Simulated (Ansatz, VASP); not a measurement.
**Two plane-wave programs on NaCl**

```
CELL_PARAMETERS angstrom
3.57088 0.00000 0.00000
0.00000 3.57088 0.00000
0.00000 0.00000 3.57088
ATOMIC_POSITIONS crystal
Cl 0.50000 0.50000 0.50000
Na 0.00000 0.00000 0.00000
```

Alike in both runs: task single point; functional r2SCAN; k mesh 8 × 8 × 8; occupations fermi-dirac, width 0.05 eV; no spin polarisation.

|  | VASP | Ansatz |
| --- | --- | --- |
| version | VASP 6.6.1 | Ansatz 0.2.0 |
| potentials or method | VASP PAW PBE potentials, release 64 (Cl, Na_sv) | Ansatz PAW |
| plane-wave cutoff (eV) | 1250 | 500 |
| valence electrons in the cell | 16 | 16 |

VASP gave:

- gap on the k mesh at the Fermi level (eV): 4.58
- least direct gap on the mesh (eV): 5.04
- pressure (GPa): -2.3

Task: Estimate Ansatz's values.

Result: gap on the k mesh at the Fermi level (eV): 4.58; least direct gap on the mesh (eV): 5.04; pressure (GPa): -2.2.

VASP's potentials were made for PBE, not for r2SCAN. The functional is the same, so the differences come from potentials, cutoffs and numerics.
